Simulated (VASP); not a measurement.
# Ga3B2As (R-3m) in VASP: single point with PBE

Aim: the single point of Ga3B2As with PBE.

All numbers are computed with VASP 6.6.1; they aren't measurements. Logs are shortened: lines on timing, memory, paths and dates and some standing lists are left out, and cuts for length are marked.

## 1. The cell of the first run

The structure is trigonal, space group R-3m (No. 166). Conventional cell: a = 5.389 Å, b = 5.389 Å, c = 12.928 Å, α = 90.00°, β = 90.00°, γ = 120.00°. Within 3.5 Å of Ga (site symmetry 2/m) lie 2 As at 2.66 Å and 4 Ga at 2.69 Å and 4 B at 2.81 Å. Within 2.1 Å of B (site symmetry 3m) lie 1 B at 1.61 Å. Within 3.5 Å of As (site symmetry -3m) lie 6 Ga at 2.66 Å and 6 B at 3.39 Å.

## 2. Single point, PBE

The input, INCAR:

```
SYSTEM = Ga3B2As
PREC = Accurate
ENCUT = 520
EDIFF = 1E-7
ISMEAR = 0
SIGMA = 0.1
LREAL = .FALSE.
LASPH = .TRUE.
NELM = 60
ALGO = Normal
ISIF = 2
LWAVE = .FALSE.
LCHARG = .FALSE.
GGA = PE
NBANDS = 34
```

The input, KPOINTS:

```
Automatic mesh
0
G
  12 12 12
  0 0 0
```

The input, POSCAR:

```
Ga3B2As
1.0
    2.6942612677      1.5555324699      4.3092924094
   -2.6942612677      1.5555324699      4.3092924094
    0.0000000000     -3.1110649346      4.3092924112
Ga B As
3 2 1
Direct
    0.0000000000      0.5000000000      0.0000000000
    0.5000000000      0.0000000000      0.0000000000
    0.0000000000      0.0000000000      0.5000000000
    0.5624530411      0.5624530411      0.5624530411
    0.4375469589      0.4375469589      0.4375469589
    0.0000000000      0.0000000000      0.0000000000
```

Potentials or basis: VASP PAW PBE potentials, release 64 (Ga_d, B, As).

Run with:

```console
$ cat potpaw_PBE.64/Ga_d/POTCAR potpaw_PBE.64/B/POTCAR potpaw_PBE.64/As/POTCAR > POTCAR
$ mpirun -np 1 vasp_std > vasp.out
```

OUTCAR:

```text
SYSTEM = Ga3B2As
   PREC = Accurate
   ENCUT = 520
   EDIFF = 1E-7
   ISMEAR = 0
   LREAL = .FALSE.
   LASPH = .TRUE.
   NELM = 60
   ISIF = 2
   GGA = PE

 ion  position               nearest neighbor table
   1  0.000  0.500  0.000-   6 2.66   6 2.66   3 2.69   3 2.69   2 2.69   2 2.69
   2  0.500  0.000  0.000-   6 2.66   6 2.66   3 2.69   3 2.69   1 2.69   1 2.69
   3  0.000  0.000  0.500-   6 2.66   6 2.66   2 2.69   1 2.69   1 2.69   2 2.69
   4  0.562  0.562  0.562-   5 1.61
   5  0.438  0.438  0.438-   4 1.61
   6  0.000  0.000  0.000-   3 2.66   3 2.66   1 2.66   2 2.66   1 2.66   2 2.66

  LATTYP: Found a trigonal (rhomboedric) cell.
 ALAT       =     5.3149530678
 COS(alpha) =     0.4860622210

  Lattice vectors:

 A1 = (   2.6942612677,   1.5555324699,   4.3092924094)
 A2 = (  -2.6942612677,   1.5555324699,   4.3092924094)
 A3 = (   0.0000000000,  -3.1110649346,   4.3092924112)

Analysis of symmetry for initial positions (statically):
=====================================================================
 Subroutine PRICEL returns:
 Original cell was already a primitive cell.

 Routine SETGRP: Setting up the symmetry group for a
 trigonal (rhombohedral) supercell.

 Subroutine GETGRP returns: Found 12 space group operations
 (whereof 12 operations were pure point group operations)
 out of a pool of 12 trial point group operations.

The static configuration has the point symmetry D_3d.

Analysis of symmetry for dynamics (positions and initial velocities):
=====================================================================
 Subroutine PRICEL returns:
 Original cell was already a primitive cell.

 Routine SETGRP: Setting up the symmetry group for a
 trigonal (rhombohedral) supercell.

 Subroutine GETGRP returns: Found 12 space group operations
 (whereof 12 operations were pure point group operations)
 out of a pool of 12 trial point group operations.

The dynamic configuration has the point symmetry D_3d.

 Subroutine INISYM returns: Found 12 space group operations
 (whereof 12 operations are pure point group operations),
 and found     1 'primitive' translations

----------------------------------------------------------------------------------------

                                     Primitive cell

  volume of cell :     108.3617

  direct lattice vectors                    reciprocal lattice vectors
     2.694261268  1.555532470  4.309292409     0.185579627  0.107144447  0.077352220
[... 97 lines left out ...]
   NSW    =      0    number of steps for IOM
   IBRION =     -1    ionic relax: 0-MD 1-quasi-New 2-CG
   NFREE  =      0    steps in history (QN), initial steepest desc. (CG)
   ISIF   =      2    stress and relaxation
   ISYM   =      2    0-nonsym 1-usesym 2-fastsym
   POTIM  = 0.5000    time-step for ionic-motion
   TEBEG  =    0.0;   TEEND  =   0.0 temperature during run
   PSTRESS=    0.0 pullay stress
   NELECT =      50.0000    total number of electrons
   NUPDOWN=      -1.0000    fix difference up-down
   EMIN   =  10.00;   EMAX   =-10.00  energy-range for DOS
   EFERMI =   0.00;   METHOD = LEGACY
   ISMEAR =     0;   SIGMA  =   0.10  broadening in eV -4-tet -1-fermi 0-gaus
   EFERMI_NEDOS =   21; number of points for ismear=-14 and -15
   IALGO  =     38    algorithm
   IMIX   =      4    mixing-type and parameters
     AMIX     =   0.40;   BMIX     =  1.00
     AMIX_MAG =   1.60;   BMIX_MAG =  1.00
  volume/ion in A,a.u.               =      18.06       121.88
  Fermi-wavevector in a.u.,A,eV,Ry     =   1.265046  2.390589 21.773951  1.600340
  Thomas-Fermi vector in A             =   2.398319
   LORBIT       =      0    0 simple, 1 ext, 2 COOP (PROOUT), +10 PAW based schemes
   GGA     = PE    functional components
   LHFCALC =     F    Hartree Fock is set to
   AEXX    =    0.0000 exact exchange contribution
   IVDW    =     0    specifies the selected vdW correction
   LEPSILON=     F    determine dielectric tensor
   LRPA    =     F    only Hartree local field effects (RPA)
 non-spin polarized calculation
 Gauss-broadening in eV      SIGMA  =   0.10
  energy-cutoff  :      520.00
  volume of cell :      108.36
 maximum number of plane-waves:      2933
   NGX = 19   NGY = 19   NGZ = 19

 number of electron      49.9999972 magnetization

 Free energy of the ion-electron system (eV)
  ---------------------------------------------------
  ext. energy  EPLUGINS =         0.00000000
  ---------------------------------------------------
  free energy    TOTEN  =       -20.08558250 eV

  energy without entropy =      -20.07046334  energy(sigma->0) =      -20.07802292

 E-fermi :   3.9608     XC(G=0): -10.1333

 val. band max:        3.9588633816   @ k =  -0.4167   0.2500   0.2500
 cond. band min:       3.9710204849   @ k =   0.1667   0.0833   0.0833
 fundamental gap:      0.0121571033
 Fermi energy:         3.9607973110

 k-point     1 :       0.0000    0.0000    0.0000
  band No.  band energies     occupation
      1     -11.3928      2.00000
      2     -11.2732      2.00000
      3     -11.2244      2.00000
      4     -11.2244      2.00000
      5     -11.0698      2.00000
      6     -11.0168      2.00000
[... 877 lines left out ...]
     33       9.1343      0.00000
     34       9.7519      0.00000

 [... further k-points ...]

------------------------ aborting loop because EDIFF is reached ----------------------------------------

  FORCE on cell =-STRESS in cart. coord.  units (eV):
  Direction    XX          YY          ZZ          XY          YZ          ZX
  --------------------------------------------------------------------------------------
  -------------------------------------------------------------------------------------
  Total        0.0793720      0.0793720      0.1430255     -0.0000000      0.0000000      0.0000000
  in kB        1.1735502      1.1735502      2.1146964     -0.0000000      0.0000000      0.0000000
  external PRESSURE =       1.4872656 kB  Pullay stress =       0.0000000 kB

 VOLUME and BASIS-vectors are now :
 -----------------------------------------------------------------------------
  energy-cutoff  :      520.00
  volume of cell :      108.36
      direct lattice vectors                 reciprocal lattice vectors
     2.694261268  1.555532470  4.309292409     0.185579627  0.107144447  0.077352220
    -2.694261268  1.555532470  4.309292409    -0.185579627  0.107144447  0.077352220
     0.000000000 -3.111064935  4.309292411     0.000000000 -0.214288895  0.077352220

 POSITION                                       TOTAL-FORCE (eV/Angst)
 -----------------------------------------------------------------------------------
     -1.34713      0.77777      2.15465        -0.000000      0.000000      0.000000
      1.34713      0.77777      2.15465        -0.000000      0.000000      0.000000
      0.00000     -1.55553      2.15465         0.000000      0.000000      0.000000
      0.00000      0.00000      7.27132        -0.000000      0.000000      0.012553
      0.00000      0.00000      5.65655        -0.000000     -0.000000     -0.012553
      0.00000      0.00000      0.00000        -0.000000      0.000000      0.000000
 -----------------------------------------------------------------------------------
    total drift:                                0.000000      0.000000     -0.000000

  FREE ENERGIE OF THE ION-ELECTRON SYSTEM (eV)
  ---------------------------------------------------
  free  energy   TOTEN  =       -20.0855825050 eV

  energy  without entropy=      -20.0704633420  energy(sigma->0) =      -20.07802292
```

stdout:

```text
POSCAR found type information on POSCAR GaB As
 POSCAR found :  3 types and       6 ions
 scaLAPACK will be used
 LDA part: xc-table for (Slater+PW92), standard interpolation
 POSCAR, INCAR and KPOINTS ok, starting setup
 FFT: planning ... GRIDC
 FFT: planning ... GRID_SOFT
 FFT: planning ... GRID
 WAVECAR not read
 entering main loop
```

Run time: 5.1 min. Hardware: 1 thread of Intel Xeon 6975P-C (Granite Rapids), shared host; peak memory 0.69 GiB.

What came out:

```
Free energy            : -20.0856 eV
Pressure               : 0.1 GPa
Largest force          : 0.013 eV/Å
Band gap on the k mesh : zero (band 25 reaches 4.44 eV, above the bottom of band 26 at 2.62 eV)
```

Forces in eV/Å, atoms in the order of the input:
```
Ga   0.000  0.000  0.000
Ga   0.000  0.000  0.000
Ga   0.000  0.000  0.000
B    0.000  0.000  0.013
B    0.000  0.000 -0.013
As   0.000  0.000  0.000
```

Stress tensor (GPa, compression positive):
```
0.12 0.00 0.00
0.00 0.12 0.00
0.00 0.00 0.21
```

Levels at points of the mesh, in eV from the Fermi level:
```csv
k point,band 21,band 22,band 23,band 24,band 25,band 26,band 27,band 28,band 29,band 30
"(0.00, 0.00, 0.00)",-4.04,-2.83,-2.83,-2.31,-1.34,-1.34,-0.80,-0.67,2.13,2.13
"(0.50, 0.00, 0.00)",-3.77,-2.76,-2.52,-0.13,0.32,0.53,0.54,2.31,2.49,2.88
"(0.50, 0.50, 0.00)",-4.53,-0.94,-0.78,-0.20,0.46,1.25,1.64,1.89,2.13,2.45
"(0.50, 0.50, 0.50)",-4.10,-3.72,-3.72,-1.27,0.35,1.42,1.42,1.69,3.03,3.03
```
